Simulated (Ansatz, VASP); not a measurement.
One calculation of TaN, two programs

```
Ta N
1.0
     2.93800    0.04407    0.04407
    -1.43083    2.52235    0.01613
     0.04324    0.04324    2.88300
Ta N
1 1
Direct
  0.33333 0.66667 0.50000
  0.00000 0.00000 0.00000
```

Change from the starting cell: equal xy, yz and zx shear strains of +3 %.

Alike in both runs: task single point; functional PBE; k mesh 12 × 12 × 10; occupations fermi-dirac, width 0.02 eV; no spin polarisation.

|  | VASP | Ansatz |
| --- | --- | --- |
| version | VASP 6.6.1 | Ansatz 0.2.0 |
| potentials or method | VASP PAW PBE potentials, release 64 (Ta_pv, N), cutoff 520 eV | all-electron LAPW, scalar-relativistic |

VASP gave:

```
pressure (GPa)                                                : 6.4
traceless stress, the component that is largest in VASP (GPa) : -7.05
rms of the force components (eV/Å)                            : 0.028
```

Task: Which values does Ansatz return?

Result: Pressure (GPa): 5.8; traceless stress, the component that is largest in VASP (GPa): -6.96; rms of the force components (eV/Å): 0.027.

Atom by atom the forces differ by 0.002 eV/Å (rms over components). Ansatz ran all-electron here, and VASP with PAW potentials.

Neither program's run includes spin-orbit coupling.
